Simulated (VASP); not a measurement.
Input of a VASP 6.6.1 run:

File INCAR:

```
ALGO = Fast ; EDIFF = 1E-6
ENCUT = 520 ; GGA = PE
ISIF = 2 ; ISMEAR = 0
LASPH = True ; LCHARG = False
LREAL = False ; LWAVE = False
NBANDS = 7 ; NELM = 60
PREC = Accurate ; SIGMA = 0.1
```

The input KPOINTS:

```
k-points
0
Gamma
  16 16 16
```

POSCAR

```
Mg
1.0
   -0.0110417395      2.0712238624      1.9689531165
    2.3184511034     -0.2582689805      2.2161803574
    2.0601821229      2.0601821229      0.0000000000
Mg
1
Direct
    0.0000000000      0.0000000000      0.0000000000
```

Potentials or basis: VASP PAW PBE potentials, release 64 (Mg).

The run is started by

```bash
$ cat potpaw_PBE.64/Mg/POTCAR > POTCAR
$ mpirun -np 1 vasp_std > vasp.out
```

What does it give for the pressure?

8.7 GPa.

What does it give for the band gap on the k mesh?

Zero (band 1 reaches 4.80 eV, above the bottom of band 2 at 0.65 eV).

Stress tensor (GPa, compression positive):
```
 8.64  4.17 -4.90
 4.17  8.64  4.90
-4.90  4.90  8.83
```

Caveat: the cell differs from its parent crystal (strained).
